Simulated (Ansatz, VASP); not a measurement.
Two plane-wave programs on Ga

INCAR

```
SYSTEM = Ga
PREC = Accurate
ENCUT = 520
EDIFF = 1E-6
ISMEAR = -1
SIGMA = 0.2
LREAL = .False.
LASPH = .True.
NELM = 100
ALGO = Normal
ISIF = 2
LWAVE = .False.
LCHARG = .False.
NBANDS = 34
```

KPOINTS

```
regular mesh
0
Gamma
  8 8 7
  0 0 0
```

Contents of POSCAR:

```
Ga
1.0
    2.2178908173     -3.7419137528      0.0000000000
    2.2178908173      3.7419137528      0.0000000000
    0.0000000000      0.0000000000      4.4249628129
Ga
4
Direct
    0.8443628362      0.1556371638      0.0859373133
    0.6556371638      0.3443628362      0.5859373133
    0.1556371638      0.8443628362      0.9140626867
    0.3443628362      0.6556371638      0.4140626867
```

Input for Ansatz:

```yaml
crystal:
  lattice:
    - [2.2178908173, -3.7419137528, 0.0]
    - [2.2178908173, 3.7419137528, 0.0]
    - [0.0, 0.0, 4.4249628129]
  atoms:
    - { symbol: Ga, position: [0.8443628362, 0.1556371638, 0.0859373133] }
    - { symbol: Ga, position: [0.6556371638, 0.3443628362, 0.5859373133] }
    - { symbol: Ga, position: [0.1556371638, 0.8443628362, 0.9140626867] }
    - { symbol: Ga, position: [0.3443628362, 0.6556371638, 0.4140626867] }
hamiltonian:
  xc: lda
  pseudopotentials:
    kind: paw
    azcp:
      Ga: "pseudopotentials/Ga.paw.azcp"
basis:
  ecutwfc: 420
  fft_grid_basis: typed
kpoints:
  mp_grid: { grid: [8, 8, 7], shift: [0, 0, 0] }
magnetization:
  spin_polarized: false
scf:
  occupations: { method: fermi_dirac, width: 0.2 }
  lower_state_search: "off"
output:
  stress: true
```

Alike in both runs: task single point; functional LDA; k mesh 8 × 8 × 7; occupations fermi-dirac, width 0.2 eV; no spin polarisation.

|  | VASP | Ansatz |
| --- | --- | --- |
| version | VASP 6.6.1 | Ansatz 0.2.0 |
| potentials or method | VASP PAW LDA potentials, release 64 (Ga_d), cutoff 520 eV | plane waves (420 eV) with PAW, scalar-relativistic |
| valence electrons in the cell | 52 | 52 |

Ansatz gave:

```
pressure (GPa)                                                : 0.2
traceless stress, the component that is largest in VASP (GPa) : 0.22
```

**Question.** What did VASP give for the same quantities?

**Answer.** Pressure (GPa): 0.3; traceless stress, the component that is largest in VASP (GPa): 0.20.

Ansatz warns that its potentials were made for another functional, while VASP's fit it. LDA's correlation is that of Perdew and Zunger in VASP and of Perdew and Wang (1992) in Ansatz.
